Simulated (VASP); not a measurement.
Write the native input for VASP 6.6.1 that does the following.

- Task: single point
- Functional: PBE
- Potentials or basis: VASP PAW PBE potentials, release 64 (Bi_d, H)
- Cutoff: 520 eV
- k mesh: 3 × 3 × 4
- Occupations: gaussian, width 0.1 eV
- Spin: no spin polarisation
- Dipole correction: no
- Further INCAR settings: ALGO = Fast; EDIFF = 1e-06; NBANDS = 56

The structure of Bi3H lies in POSCAR:

```
Bi3H
1.0
    6.5966103256      0.0000000000      0.0000000000
   -3.2983051628      5.7128321208      0.0000000000
    0.0000000000      0.0000000000      5.2947975925
Bi H
6 2
Direct
    0.8330000000      0.6660000000      0.2500000000
    0.1670000000      0.8330000000      0.7500000000
    0.3340000000      0.1670000000      0.2500000000
    0.1670000000      0.3340000000      0.7500000000
    0.8330000000      0.1670000000      0.2500000000
    0.6660000000      0.8330000000      0.7500000000
    0.3333333333      0.6666666667      0.2500000000
    0.6666666667      0.3333333333      0.7500000000
```

These files were run (other wordings do the same):

INCAR

```
SYSTEM = Bi3H
  ALGO = Fast
  EDIFF = 1E-6
  ENCUT = 520
  GGA = PE
  ISIF = 2
  ISMEAR = 0
  LASPH = .TRUE.
  LCHARG = .FALSE.
  LREAL = .FALSE.
  LWAVE = .FALSE.
  NBANDS = 56
  NELM = 60
  PREC = Accurate
  SIGMA = 0.1
```

KPOINTS

```
k-points
0
G
  3 3 4
  0 0 0
```

Potentials or basis: VASP PAW PBE potentials, release 64 (Bi_d, H).

Command:

```sh
$ cat potpaw_PBE.64/Bi_d/POTCAR potpaw_PBE.64/H/POTCAR > POTCAR
$ mpirun -np 1 vasp_std > vasp.out
```

It gave:

```yaml
Pressure: 4.1 GPa
Largest_force: 0.410 eV/Å
Band_gap_on_the_k_mesh: zero (bands 46 and 47 overlap by 1.77 eV)
```

Caveat: the k points lie up to 0.37 Å⁻¹ apart, too coarse for converged energies and pressures of a metal; spin-orbit coupling is left out, which moves the levels of the heavy elements.

It took 4.5 min on 1 thread of Oxide Virtual Turin-like Processor (shared host), peak memory 0.3 GiB.
